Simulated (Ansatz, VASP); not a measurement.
**CuO: VASP beside Ansatz**

Contents of INCAR:

```
ALGO = Normal
EDIFF = 1E-6
ENCUT = 520
GGA = PS
ISIF = 2
ISMEAR = -1
LASPH = True
LCHARG = False
LREAL = False
LWAVE = False
NBANDS = 25
NELM = 100
PREC = Accurate
SIGMA = 0.05
```

File KPOINTS:

```
k-points
0
Gamma
  5 5 3
```

POSCAR

```
CuO
1.0
    1.9909680000     -2.1535500000      0.0000000000
    1.9909680000      2.1535500000      0.0000000000
    0.0000000000      0.0000000000      5.1559280000
Cu O
2 2
Direct
    0.5000000000      0.0000000000      0.0000000000
    0.0000000000      0.5000000000      0.5000000000
    0.5000000000      0.5000000000      0.2500000000
    0.5000000000      0.5000000000      0.7500000000
```

The input input.yaml:

```yaml
crystal:
  lattice:
    - [1.990968, -2.15355, 0.0]
    - [1.990968, 2.15355, 0.0]
    - [0.0, 0.0, 5.155928]
  atoms:
    - { symbol: Cu, position: [0.5, 0.0, 0.0] }
    - { symbol: Cu, position: [0.0, 0.5, 0.5] }
    - { symbol: O, position: [0.5, 0.5, 0.25] }
    - { symbol: O, position: [0.5, 0.5, 0.75] }
hamiltonian:
  xc: pbesol
  pseudopotentials: { kind: paw }
kpoints:
  mp_grid: { grid: [5, 5, 3] }
scf:
  occupations: { method: fermi_dirac, width: 0.05 }
  n_extra_bands: 10
output:
  forces: true
  stress: true
  eigenvalues: true
  dos: { projected: true, de: 0.05, nscf_kmesh: { grid: [8, 8, 5] } }
```

Alike in both runs: functional PBEsol; k mesh 5 × 5 × 3; occupations fermi-dirac, width 0.05 eV; no spin polarisation.

```csv
,VASP,Ansatz
version,VASP 6.6.1,Ansatz 0.2.0
potentials or method,"VASP PAW PBE potentials, release 64 (Cu, O)",Ansatz PAW
plane-wave cutoff (eV),520,420
valence electrons in the cell,34,50
task,single point,projected density of states
```

|  | VASP | Ansatz | Ansatz less VASP |
| --- | --- | --- | --- |
| gap on the k mesh at the Fermi level (eV) | none | none | - |
| pressure (GPa) | -5.5 | -6.2 | -0.70 |
| traceless stress, the component that is largest in VASP (GPa) | 1.25 | 1.46 | +0.211 |

VASP's potentials were made for PBE, not for PBEsol. A gap of «none» marks a metal or a gap that the smearing closes. VASP's potentials hold 34 valence electrons a cell and Ansatz's 50, so a difference there can come from the potentials and not from the codes.

The k mesh is coarse, so the values compare programs but aren't converged.
